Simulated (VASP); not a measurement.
# ScGa5S in VASP: notebook, part 2 of 3

VASP 6.6.1. The steps go on from the part before.

**4. Single point, PBE**

This run uses another cell than the first one, of 18.89 Å³/atom, 0.708 times its volume.

INCAR reads:

```
SYSTEM = ScGa5S
ALGO = Normal
EDIFF = 1E-6
ENCUT = 520
GGA = PE
ISIF = 2
ISMEAR = 0
LASPH = .True.
LCHARG = .False.
LREAL = .False.
LWAVE = .False.
NBANDS = 50
NELM = 80
PREC = Accurate
SIGMA = 0.2
```

KPOINTS reads:

```
k-points
0
Gamma
  4 4 3
  0 0 0
```

POSCAR reads:

```
ScGa5S
1.0
    4.0486660893      0.0000000000      0.0000000000
    0.0000000000      4.0486660893      0.0000000000
    0.0000000000      0.0000000000      8.0688111675
Sc Ga S
1 5 1
Direct
    0.0000000000      0.0000000000      0.0000000000
    0.5000000000      0.5000000000      0.0000000000
    0.5000000000      0.0000000000      0.7387923759
    0.0000000000      0.5000000000      0.7387923759
    0.5000000000      0.0000000000      0.2612076241
    0.0000000000      0.5000000000      0.2612076241
    0.5000000000      0.5000000000      0.5000000000
```

Potentials or basis: VASP PAW PBE potentials, release 64 (Sc_sv, Ga_d, S).

On the command line:

```bash
$ cat potpaw_PBE.64/Sc_sv/POTCAR potpaw_PBE.64/Ga_d/POTCAR potpaw_PBE.64/S/POTCAR > POTCAR
$ mpirun -np 1 vasp_std > vasp.out
```

OUTCAR:

```text
SYSTEM = ScGa5S
   EDIFF = 1E-6
   ENCUT = 520
   GGA = PE
   ISIF = 2
   ISMEAR = 0
   LASPH = .True.
   LREAL = .False.
   NELM = 80
   PREC = Accurate

 ion  position               nearest neighbor table
   1  0.000  0.000  0.000-   2 2.86   2 2.86   2 2.86   2 2.86   6 2.92   3 2.92   4 2.92   6 2.92
                             4 2.92   3 2.92   5 2.92   5 2.92
   2  0.500  0.500  0.000-   1 2.86   1 2.86   1 2.86   1 2.86
   3  0.500  0.000  0.739-   7 2.79   7 2.79   4 2.86   4 2.86   4 2.86   4 2.86   1 2.92   1 2.92

   4  0.000  0.500  0.739-   7 2.79   7 2.79   3 2.86   3 2.86   3 2.86   3 2.86   1 2.92   1 2.92

   5  0.500  0.000  0.261-   7 2.79   7 2.79   6 2.86   6 2.86   6 2.86   6 2.86   1 2.92   1 2.92

   6  0.000  0.500  0.261-   7 2.79   7 2.79   5 2.86   5 2.86   5 2.86   5 2.86   1 2.92   1 2.92

   7  0.500  0.500  0.500-   3 2.79   4 2.79   5 2.79   6 2.79   3 2.79   5 2.79   4 2.79   6 2.79

  LATTYP: Found a simple tetragonal cell.
 ALAT       =     4.0486660893
 C/A-ratio  =     1.9929554548

  Lattice vectors:

 A1 = (   4.0486660893,   0.0000000000,   0.0000000000)
 A2 = (   0.0000000000,   4.0486660893,   0.0000000000)
 A3 = (   0.0000000000,   0.0000000000,   8.0688111675)

Analysis of symmetry for initial positions (statically):
=====================================================================
 Subroutine PRICEL returns:
 Original cell was already a primitive cell.

 Routine SETGRP: Setting up the symmetry group for a
 simple tetragonal supercell.

 Subroutine GETGRP returns: Found 16 space group operations
 (whereof 16 operations were pure point group operations)
 out of a pool of 16 trial point group operations.

The static configuration has the point symmetry D_4h.

Analysis of symmetry for dynamics (positions and initial velocities):
[... 129 lines left out ...]
  volume/ion in A,a.u.               =      18.89       127.51
  Fermi-wavevector in a.u.,A,eV,Ry     =   1.395945  2.637953 26.513160  1.948662
  Thomas-Fermi vector in A             =   2.519347
   LORBIT       =      0    0 simple, 1 ext, 2 COOP (PROOUT), +10 PAW based schemes
   GGA     = PE    functional components
   LHFCALC =     F    Hartree Fock is set to
   AEXX    =    0.0000 exact exchange contribution
   IVDW    =     0    specifies the selected vdW correction
   LEPSILON=     F    determine dielectric tensor
   LRPA    =     F    only Hartree local field effects (RPA)
 non-spin polarized calculation
 Gauss-broadening in eV      SIGMA  =   0.20
  energy-cutoff  :      520.00
  volume of cell :      132.26
 maximum number of plane-waves:      3591
   NGX = 15   NGY = 15   NGZ = 31

 number of electron      82.0000069 magnetization

 Free energy of the ion-electron system (eV)
  ---------------------------------------------------
  ext. energy  EPLUGINS =         0.00000000
  ---------------------------------------------------
  free energy    TOTEN  =       -26.60577121 eV

  energy without entropy =      -26.54650771  energy(sigma->0) =      -26.57613946

 E-fermi :   5.6089     XC(G=0): -10.7684

 val. band max:        5.5335856867   @ k =   0.0000   0.0000   0.3333
 cond. band min:       5.6482019762   @ k =   0.2500   0.0000   0.3333
 fundamental gap:      0.1146162894
 Fermi energy:         5.6088997755

 k-point     1 :       0.0000    0.0000    0.0000
  band No.  band energies     occupation
      1     -43.8163      2.00000
      2     -22.5112      2.00000
      3     -22.4857      2.00000
      4     -22.4857      2.00000
      5      -9.5423      2.00000
      6      -9.5347      2.00000
[... 625 lines left out ...]
     49       9.0382      0.00000
     50       9.7209      0.00000

------------------------ aborting loop because EDIFF is reached ----------------------------------------

  FORCE on cell =-STRESS in cart. coord.  units (eV):
  Direction    XX          YY          ZZ          XY          YZ          ZX
  --------------------------------------------------------------------------------------
  -------------------------------------------------------------------------------------
  Total        0.4129141      0.4129141      0.0978059      0.0000000      0.0000000      0.0000000
  in kB        5.0019206      5.0019206      1.1847922      0.0000000      0.0000000      0.0000000
  external PRESSURE =       3.7295445 kB  Pullay stress =       0.0000000 kB

 VOLUME and BASIS-vectors are now :
 -----------------------------------------------------------------------------
  energy-cutoff  :      520.00
  volume of cell :      132.26
      direct lattice vectors                 reciprocal lattice vectors
     4.048666089  0.000000000  0.000000000     0.246994931  0.000000000  0.000000000
     0.000000000  4.048666089  0.000000000     0.000000000  0.246994931  0.000000000
     0.000000000  0.000000000  8.068811167     0.000000000  0.000000000  0.123933995

 POSITION                                       TOTAL-FORCE (eV/Angst)
 -----------------------------------------------------------------------------------
      0.00000      0.00000      0.00000        -0.000000      0.000000      0.000000
      2.02433      2.02433      0.00000        -0.000000      0.000000      0.000000
      2.02433      0.00000      5.96118         0.000000      0.000000     -0.046662
      0.00000      2.02433      5.96118        -0.000000     -0.000000     -0.046662
      2.02433      0.00000      2.10763        -0.000000      0.000000      0.046662
      0.00000      2.02433      2.10763        -0.000000     -0.000000      0.046662
      2.02433      2.02433      4.03441        -0.000000      0.000000      0.000000
 -----------------------------------------------------------------------------------
    total drift:                                0.000000      0.000000     -0.000000

  FREE ENERGIE OF THE ION-ELECTRON SYSTEM (eV)
  ---------------------------------------------------
  free  energy   TOTEN  =       -26.6057712062 eV

  energy  without entropy=      -26.5465077087  energy(sigma->0) =      -26.57613946
```

stdout:

```text
POSCAR found type information on POSCAR ScGaS
 POSCAR found :  3 types and       7 ions
 scaLAPACK will be used
 LDA part: xc-table for (Slater+PW92), standard interpolation
 POSCAR, INCAR and KPOINTS ok, starting setup
 FFT: planning ... GRIDC
 FFT: planning ... GRID_SOFT
 FFT: planning ... GRID
 WAVECAR not read
 entering main loop
```

Wall time 1.7 min (1 thread of Intel Xeon Platinum 8488C (Sapphire Rapids), shared host); peak memory 0.25 GiB.

Results:

```
Free energy            : -26.6058 eV
Pressure               : 0.4 GPa
Largest force          : 0.047 eV/Å
Band gap on the k mesh : zero (band 41 reaches 6.05 eV, above the bottom of band 42 at 5.01 eV)
```

Forces on the atoms (eV/Å):
```
Sc   0.000  0.000  0.000
Ga   0.000  0.000  0.000
Ga   0.000  0.000 -0.047
Ga   0.000  0.000 -0.047
Ga   0.000  0.000  0.047
Ga   0.000  0.000  0.047
S    0.000  0.000  0.000
```

Caveat: the k points lie up to 0.39 Å⁻¹ apart.

[end of part 2 of 3]
